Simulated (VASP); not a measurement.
Write the native input for VASP 6.6.1 that does the following.

| Item | Value |
| --- | --- |
| Task | single point |
| Functional | LDA |
| Potentials or basis | VASP PAW LDA potentials, release 64 (Bi_d, Te) |
| Cutoff | 520 eV |
| k mesh | 7 × 7 × 7 |
| Occupations | fermi-dirac, width 0.05 eV |
| Spin | no spin polarisation |
| Dipole correction | no |
| Further INCAR settings | ALGO = Normal; EDIFF = 1e-06; NBANDS = 18 |

The structure of BiTe lies in POSCAR:

```
BiTe
1.0
    0.0000000000      3.1782529561      3.1782529561
    3.1782529561      0.0000000000      3.1782529561
    3.1782529561      3.1782529561      0.0000000000
Bi Te
1 1
Direct
    0.0000000000      0.0000000000      0.0000000000
    0.5000000000      0.5000000000      0.5000000000
```

One way to write it, as run:

INCAR

```
SYSTEM = BiTe
PREC = Accurate
ENCUT = 520
EDIFF = 1E-6
ISMEAR = -1
SIGMA = 0.05
LREAL = .False.
LASPH = .True.
NELM = 60
ALGO = Normal
ISIF = 2
LWAVE = .False.
LCHARG = .False.
NBANDS = 18
```

KPOINTS

```
regular mesh
0
Gamma
  7 7 7
  0 0 0
```

Potentials or basis: VASP PAW LDA potentials, release 64 (Bi_d, Te).

Run with:

```sh
$ cat potpaw_LDA.64/Bi_d/POTCAR potpaw_LDA.64/Te/POTCAR > POTCAR
$ mpirun -np 1 vasp_std > vasp.out
```

Results of the run:

```json
{
  "Pressure": "0.1 GPa",
  "Band gap on the k mesh": "zero (an odd number of electrons rules out a gap without spin polarisation)"
}
```

Caveat: spin-orbit coupling is left out, which moves the levels of the heavy elements.

It took 28 s on 1 thread of Intel Xeon 8259CL, on a shared host, peak memory 0.18 GiB.
